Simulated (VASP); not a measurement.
Crystal: NaH.

```xyz
4
Lattice="3.9533 0.0000 0.0000 -1.9767 3.4237 0.0000 0.0000 0.0000 4.8283" Properties=species:S:1:pos:R:3 pbc="T T T"
Na    0.0000    2.2824    1.2071
Na    1.9767    1.1412    3.6212
H     1.9767    1.1412    1.2071
H     0.0000    2.2824    3.6212
```

Base run:

```yaml
Program: VASP 6.6.1
Functional: HSE06
Potentials_or_basis: VASP PAW PBE potentials, release 64 (Na_pv, H)
Cutoff: 520 eV
k_mesh: 6 × 6 × 4
Occupations: gaussian, width 0.01 eV
Spin: no spin polarisation
```

Its results: band gap on the k mesh 4.26 eV, indirect (least direct gap 5.25 eV); pressure 0.1 GPa.

**Question.** The run is repeated on the same cell with these changes: functional from HSE06 to PBE. What comes out?

**Answer.** Band gap on the k mesh 3.33 eV, indirect (least direct gap 4.24 eV); pressure 0.3 GPa.

HSE06 gives the wider gap, since exact exchange removes part of the self-interaction.

Caveats: the PAW data sets were made with another functional, which shifts forces and pressure a little (some runs).

A k mesh can miss the band edges.
